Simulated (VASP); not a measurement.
Write the native input for VASP 6.6.1 that does the following.

| Property | Result |
| --- | --- |
| Task | single point |
| Functional | PBE |
| Potentials or basis | VASP PAW PBE potentials, release 64 (Sr_sv, O) |
| Cutoff | 520 eV |
| k mesh | 9 × 9 × 8 |
| Occupations | gaussian, width 0.05 eV |
| Spin | no spin polarisation |
| Dipole correction | no |
| Further INCAR settings | ALGO = Normal; EDIFF = 1e-07; NBANDS = 24 |

The structure of SrO lies in POSCAR:

```
SrO
1.0
    0.0000000000     -2.5975079636     -2.5975079636
   -2.5975079636      0.0000000000     -2.5975079636
    2.5975079636      2.5975079636     -5.1950159271
Sr O
2 2
Direct
    0.0013619915     -0.0040859746      0.0013619915
    0.5013619915      0.4959140254      0.5013619915
    0.7102447021      0.8140111456      0.7425409289
    0.2748371531      0.2307432889      0.2425409262
```

This cell differs from its parent crystal: atoms displaced along several vibrational modes.

One way to write it, as run:

INCAR

```
SYSTEM = SrO
PREC = Accurate
ENCUT = 520
EDIFF = 1E-7
ISMEAR = 0
SIGMA = 0.05
LREAL = .FALSE.
LASPH = .TRUE.
NELM = 80
ALGO = Normal
ISIF = 2
LWAVE = .FALSE.
LCHARG = .FALSE.
GGA = PE
NBANDS = 24
```

KPOINTS

```
Automatic mesh
0
G
  9 9 8
  0 0 0
```

Potentials or basis: VASP PAW PBE potentials, release 64 (Sr_sv, O).

Launch:

```console
$ cat potpaw_PBE.64/Sr_sv/POTCAR potpaw_PBE.64/O/POTCAR > POTCAR
$ mpirun -np 1 vasp_std > vasp.out
```

Results of the run:

```yaml
Pressure: 1.4 GPa
Largest_force: 0.788 eV/Å
Band_gap_on_the_k_mesh: 3.33 eV
```

Caveat: the cell differs from its parent crystal (atoms displaced along several vibrational modes).

Run time: 13 min on 1 thread of Oxide Virtual Turin-like Processor (shared host), peak memory 0.51 GiB.
